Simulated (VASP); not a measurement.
# Li3ClO (Pm-3m) in VASP: notebook

The runs below take Li3ClO through relaxation of cell and atoms, with LDA.

Everything below comes from runs of VASP 6.6.1. Logs are shortened: lines on timing, memory, paths and dates and some standing lists are left out, and cuts for length are marked.

### Step 1. The cell of the first run

It takes space group Pm-3m (No. 221, cubic). Conventional cell: a = 3.771 Å, b = 3.771 Å, c = 3.771 Å, α = 90.00°, β = 90.00°, γ = 90.00°. Within 3.5 Å of Cl (site symmetry m-3m) lie 12 Li at 2.67 Å and 8 O at 3.27 Å. O (site symmetry m-3m) has 6 Li at 1.89 Å within 2.5 Å. Within 2.5 Å of Li (site symmetry 4/mmm) lie 2 O at 1.89 Å.

### Step 2. Relaxation of cell and atoms, LDA

INCAR

```
  ALGO = Normal
  EDIFF = 1E-6
  EDIFFG = -0.03
  ENCUT = 600
  GGA = CA
  IBRION = 2
  ISIF = 3
  ISMEAR = 1
  LASPH = T
  LCHARG = F
  LREAL = F
  LWAVE = F
  NELM = 60
  NSW = 80
  PREC = Accurate
  SIGMA = 0.01
```

KPOINTS

```
k-points
0
Gamma
  4 4 4
```

POSCAR

```
Li3ClO
1.0
    3.7708346748      0.0000000000      0.0000000000
    0.0000000000      3.7708346748      0.0000000000
    0.0000000000      0.0000000000      3.7708346748
Cl O Li
1 1 3
Direct
    0.0000000000      0.0000000000      0.0000000000
    0.5000000000      0.5000000000      0.5000000000
    0.5000000000      0.5000000000      0.0000000000
    0.0000000000      0.5000000000      0.5000000000
    0.5000000000      0.0000000000      0.5000000000
```

Potentials or basis: VASP PAW LDA potentials, release 64 (Cl, O, Li_sv).

On the command line:

```
$ cat potpaw_LDA.64/Cl/POTCAR potpaw_LDA.64/O/POTCAR potpaw_LDA.64/Li_sv/POTCAR > POTCAR
$ mpirun -np 1 vasp_std > vasp.out
```

OUTCAR:

```text
EDIFF = 1E-6
   EDIFFG = -0.03
   ENCUT = 600
   GGA = CA
   IBRION = 2
   ISIF = 3
   ISMEAR = 1
   LASPH = T
   LREAL = F
   NELM = 60
   NSW = 80
   PREC = Accurate

 ion  position               nearest neighbor table
   1  0.000  0.000  0.000-
   2  0.500  0.500  0.500-   3 1.89   4 1.89   5 1.89   3 1.89   5 1.89   4 1.89
   3  0.500  0.500  0.000-   2 1.89   2 1.89
   4  0.000  0.500  0.500-   2 1.89   2 1.89
   5  0.500  0.000  0.500-   2 1.89   2 1.89

  LATTYP: Found a simple cubic cell.
 ALAT       =     3.7708346748

  Lattice vectors:

 A1 = (   3.7708346748,   0.0000000000,   0.0000000000)
 A2 = (   0.0000000000,   3.7708346748,   0.0000000000)
 A3 = (   0.0000000000,   0.0000000000,   3.7708346748)

Analysis of symmetry for initial positions (statically):
=====================================================================
 Subroutine PRICEL returns:
 Original cell was already a primitive cell.

 Routine SETGRP: Setting up the symmetry group for a
 simple cubic supercell.

 Subroutine GETGRP returns: Found 48 space group operations
 (whereof 48 operations were pure point group operations)
 out of a pool of 48 trial point group operations.

The static configuration has the point symmetry O_h .

Analysis of symmetry for dynamics (positions and initial velocities):
=====================================================================
 Subroutine PRICEL returns:
 Original cell was already a primitive cell.

 Routine SETGRP: Setting up the symmetry group for a
 simple cubic supercell.

 Subroutine GETGRP returns: Found 48 space group operations
 (whereof 48 operations were pure point group operations)
 out of a pool of 48 trial point group operations.

The dynamic configuration has the point symmetry O_h .

 Subroutine INISYM returns: Found 48 space group operations
 (whereof 48 operations are pure point group operations),
 and found     1 'primitive' translations

----------------------------------------------------------------------------------------

                                     Primitive cell

  volume of cell :      53.6182

  direct lattice vectors                    reciprocal lattice vectors
     3.770834675  0.000000000  0.000000000     0.265193276  0.000000000  0.000000000
     0.000000000  3.770834675  0.000000000     0.000000000  0.265193276  0.000000000
     0.000000000  0.000000000  3.770834675     0.000000000  0.000000000  0.265193276

  length of vectors
     3.770834675  3.770834675  3.770834675     0.265193276  0.265193276  0.265193276

  position of ions in fractional coordinates (direct lattice)
[... 89 lines left out ...]
     AMIX     =   0.40;   BMIX     =  1.00
     AMIX_MAG =   1.60;   BMIX_MAG =  1.00
  volume/ion in A,a.u.               =      10.72        72.37
  Fermi-wavevector in a.u.,A,eV,Ry     =   1.216498  2.298849 20.134834  1.479869
  Thomas-Fermi vector in A             =   2.351850
   LORBIT       =      0    0 simple, 1 ext, 2 COOP (PROOUT), +10 PAW based schemes
   GGA     = CA    functional components
   LHFCALC =     F    Hartree Fock is set to
   AEXX    =    0.0000 exact exchange contribution
   IVDW    =     0    specifies the selected vdW correction
   LEPSILON=     F    determine dielectric tensor
   LRPA    =     F    only Hartree local field effects (RPA)
 conjugate gradient relaxation of ions
 non-spin polarized calculation
 Methfessel and Paxton  Order N= 1 SIGMA  =   0.01
  energy-cutoff  :      600.00
  volume of cell :       53.62
 maximum number of plane-waves:      1803
   NGX = 15   NGY = 15   NGZ = 15

 number of electron      22.0000033 magnetization

 Free energy of the ion-electron system (eV)
  ---------------------------------------------------
  ext. energy  EPLUGINS =         0.00000000
  ---------------------------------------------------
  free energy    TOTEN  =       -23.73727845 eV

  energy without entropy =      -23.73727845  energy(sigma->0) =      -23.73727845

 E-fermi :   2.3656     XC(G=0): -10.0107

 val. band max:        2.2920832073   @ k =   0.5000   0.5000   0.0000
 cond. band min:       6.9893463309   @ k =   0.5000   0.5000   0.0000
 fundamental gap:      4.6972631236
 Fermi energy:         2.3655956806

 k-point     1 :       0.0000    0.0000    0.0000
  band No.  band energies     occupation
      1     -40.0076      2.00000
      2     -39.8965      2.00000
      3     -39.8965      2.00000
      4     -12.8884      2.00000
      5     -11.7858      2.00000
      6      -0.9727      2.00000
      7      -0.9727      2.00000
      8      -0.9727      2.00000
      9       1.7001      2.00000
     10       1.7001      2.00000
     11       1.7001      2.00000
     12       7.5941      0.00000
     13       9.2443      0.00000
     14       9.2443      0.00000
[... 149 lines left out ...]
      2     -39.9301      2.00000
      3     -39.9301      2.00000
      4     -12.6390      2.00000
      5     -11.9393      2.00000
      6      -1.6325      2.00000
      7      -1.6325      2.00000
      8      -1.6325      2.00000
      9       1.4297      2.00000
     10       1.4297      2.00000
     11       1.4297      2.00000
     12      11.3554      0.00000
     13      11.3555      0.00000
     14      11.3556      0.00000
     15      11.3838      0.00000

------------------------ aborting loop because EDIFF is reached ----------------------------------------

  FORCE on cell =-STRESS in cart. coord.  units (eV):
  Direction    XX          YY          ZZ          XY          YZ          ZX
  --------------------------------------------------------------------------------------
  -------------------------------------------------------------------------------------
  Total       -0.0616626     -0.0616626     -0.0616626      0.0000000      0.0000000     -0.0000000
  in kB       -1.8425540     -1.8425540     -1.8425540      0.0000000      0.0000000     -0.0000000
  external PRESSURE =      -1.8425540 kB  Pullay stress =       0.0000000 kB

 VOLUME and BASIS-vectors are now :
 -----------------------------------------------------------------------------
  energy-cutoff  :      600.00
  volume of cell :       53.62
      direct lattice vectors                 reciprocal lattice vectors
     3.770834675  0.000000000  0.000000000     0.265193276  0.000000000  0.000000000
     0.000000000  3.770834675  0.000000000     0.000000000  0.265193276  0.000000000
     0.000000000  0.000000000  3.770834675     0.000000000  0.000000000  0.265193276

 POSITION                                       TOTAL-FORCE (eV/Angst)
 -----------------------------------------------------------------------------------
      0.00000      0.00000      0.00000         0.000000      0.000000      0.000000
      1.88542      1.88542      1.88542         0.000000      0.000000      0.000000
      1.88542      1.88542      0.00000         0.000000      0.000000      0.000000
      0.00000      1.88542      1.88542         0.000000      0.000000      0.000000
      1.88542      0.00000      1.88542         0.000000      0.000000      0.000000
 -----------------------------------------------------------------------------------
    total drift:                                0.000000      0.000000      0.000000

  FREE ENERGIE OF THE ION-ELECTRON SYSTEM (eV)
  ---------------------------------------------------
  free  energy   TOTEN  =       -23.7372784482 eV

  energy  without entropy=      -23.7372784482  energy(sigma->0) =      -23.73727845

 reached required accuracy - stopping structural energy minimisation
```

CONTCAR:

```text
Li3ClO
   1.00000000000000
     3.7708346748000001    0.0000000000000000    0.0000000000000000
     0.0000000000000000    3.7708346748000001    0.0000000000000000
     0.0000000000000000    0.0000000000000000    3.7708346748000001
  Cl              O               Li
     1     1     3
Direct
     0.0000000000000000    0.0000000000000000    0.0000000000000000
     0.5000000000000000    0.5000000000000000    0.5000000000000000
     0.5000000000000000    0.5000000000000000    0.0000000000000000
     0.0000000000000000    0.5000000000000000    0.5000000000000000
     0.5000000000000000    0.0000000000000000    0.5000000000000000

  0.00000000E+00  0.00000000E+00  0.00000000E+00
  0.00000000E+00  0.00000000E+00  0.00000000E+00
  0.00000000E+00  0.00000000E+00  0.00000000E+00
  0.00000000E+00  0.00000000E+00  0.00000000E+00
  0.00000000E+00  0.00000000E+00  0.00000000E+00
```

It took 9.4 s on 1 thread of Intel Xeon Platinum 8259CL at 2.50GHz (Skylake/Cascade Lake), shared host; peak memory 0.14 GiB.

What came out:

```yaml
Free_energy: -23.7373 eV
Pressure_after_relaxing: -0.2 GPa
Band_gap_on_the_k_mesh: 4.70 eV
```

Final structure:
```
Cl O Li
1.0
     3.77083    0.00000    0.00000
     0.00000    3.77083    0.00000
     0.00000    0.00000    3.77083
Cl O Li
1 1 3
Cartesian
  0.0000 0.0000 0.0000
  1.8854 1.8854 1.8854
  1.8854 1.8854 0.0000
  0.0000 1.8854 1.8854
  1.8854 0.0000 1.8854
```

Caveat: the cutoff is under 1.25 times the usual one of these potentials, so pressure, stress and relaxed cells hold a basis-set (Pulay) error; the relaxation stopped at its first step, so nothing moved.

### Step 3. Relaxation of cell and atoms, LDA

This run uses another cell than the first one, of 11.96 Å³/atom.

INCAR

```
PREC = Accurate
ENCUT = 600
EDIFF = 1E-7
ISMEAR = 1
SIGMA = 0.01
LREAL = False
LASPH = True
NELM = 80
ALGO = Normal
ISIF = 3
LWAVE = False
LCHARG = False
GGA = CA
IBRION = 2
NSW = 80
EDIFFG = -0.03
```

KPOINTS

```
regular mesh
0
Gamma
  4 4 4
```

Edit POSCAR of step 2 so:

```diff
@@ -2,5 +2,5 @@
 1.0
-    3.7708346748      0.0000000000      0.0000000000
-    0.0000000000      3.7708346748      0.0000000000
-    0.0000000000      0.0000000000      3.7708346748
+    3.9100000000      0.0000000000      0.0000000000
+    0.0000000000      3.9100000000      0.0000000000
+    0.0000000000      0.0000000000      3.9100000000
 Cl O Li
```

Potentials or basis: VASP PAW LDA potentials, release 64 (Cl, O, Li_sv).

On the command line:

```
$ cat potpaw_LDA.64/Cl/POTCAR potpaw_LDA.64/O/POTCAR potpaw_LDA.64/Li_sv/POTCAR > POTCAR
$ mpirun -np 1 vasp_std > vasp.out
```

It took 20 s on 1 thread of Intel Xeon Platinum 8259CL at 2.50GHz (Skylake/Cascade Lake), shared host; peak memory 0.15 GiB.

Results (log left out):

```yaml
Free_energy: -23.7511 eV
Relaxed_volume: 10.72 Å³/atom
Relaxed_cell: a = 3.771 Å, b = 3.771 Å, c = 3.771 Å, α = 90.00°, β = 90.00°, γ = 90.00°
Space_group_after_relaxing_to_0.1_Å: Pm-3m (No. 221)
Energy_gained_by_relaxing: 25.0 meV/atom
Ionic_steps: 3
Pressure_after_relaxing: -0.3 GPa
Band_gap_on_the_k_mesh: 4.70 eV
```

The path:
```tsv
step	energy change (eV)	largest force (eV/Å)	pressure (GPa)	volume (Å³)
1	0.0000	0.0000	-5.68	59.78
2	-0.0984	0.0000	-2.94	56.18
3	-0.1252	0.0000	-0.30	53.62
```

Final structure:
```
Cl O Li
1.0
     3.77082    0.00000    0.00000
     0.00000    3.77082    0.00000
     0.00000    0.00000    3.77082
Cl O Li
1 1 3
Direct
  0.00000 0.00000 0.00000
  0.50000 0.50000 0.50000
  0.50000 0.50000 0.00000
  0.00000 0.50000 0.50000
  0.50000 0.00000 0.50000
```

Levels at points of the mesh, in eV from the valence-band top:
```csv
k point,band 9,band 10,band 11,band 12,band 13,band 14
"(0.00, 0.00, 0.00)",-0.59,-0.59,-0.59,5.30,6.95,6.95
"(0.50, 0.00, 0.00)",-1.39,-1.39,-1.11,6.29,6.80,9.04
"(0.50, 0.50, 0.00)",-1.14,0.00,0.00,4.70,7.03,7.81
"(0.50, 0.50, 0.50)",-0.86,-0.86,-0.86,9.06,9.09,9.09
```

Caveat: the cutoff is under 1.25 times the usual one of these potentials, so pressure, stress and relaxed cells hold a basis-set (Pulay) error. A k mesh can miss the band edges.
